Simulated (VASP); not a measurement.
## Nb: single point with LDA

Nb, a slab with vacuum:

```
Nb
1.0
     4.59469    0.00000    0.00000
    -2.29734    3.97912    0.00000
     0.00000    0.00000   19.75150
Nb
5
Direct
  0.83333 0.16667 0.40503
  0.16667 0.83333 0.45252
  0.50000 0.50000 0.50000
  0.83333 0.16667 0.54748
  0.16667 0.83333 0.59497
```

* Program: VASP 6.6.1
* Task: single point
* Functional: LDA
* Potentials or basis: VASP PAW LDA potentials, release 64 (Nb_sv)
* Cutoff: 520 eV
* k mesh: 8 × 8 × 1
* Occupations: fermi-dirac, width 0.1 eV
* Spin: no spin polarisation
* Dipole correction: yes
* Further INCAR settings: ALGO = Normal; EDIFF = 1e-06; NBANDS = 40

* Largest force: 2.235 eV/Å

Forces on the atoms (eV/Å):
```
Nb   0.000  0.000  2.235
Nb   0.000  0.000  0.746
Nb   0.000  0.000  0.000
Nb   0.000  0.000 -0.746
Nb   0.000  0.000 -2.235
```

Levels at points of the mesh, in eV from the Fermi level:
| k point | band 30 | band 31 | band 32 | band 33 | band 34 | band 35 |
| --- | --- | --- | --- | --- | --- | --- |
| (0.00, 0.00, 0.00) | -0.86 | -0.59 | -0.59 | -0.25 | -0.21 | -0.21 |
| (0.50, 0.00, 0.00) | -0.89 | -0.67 | -0.58 | -0.50 | 0.49 | 0.62 |

Run time: 5.3 min on 1 thread of AMD EPYC 9R14 (Zen 4) (shared host), peak memory 0.35 GiB.
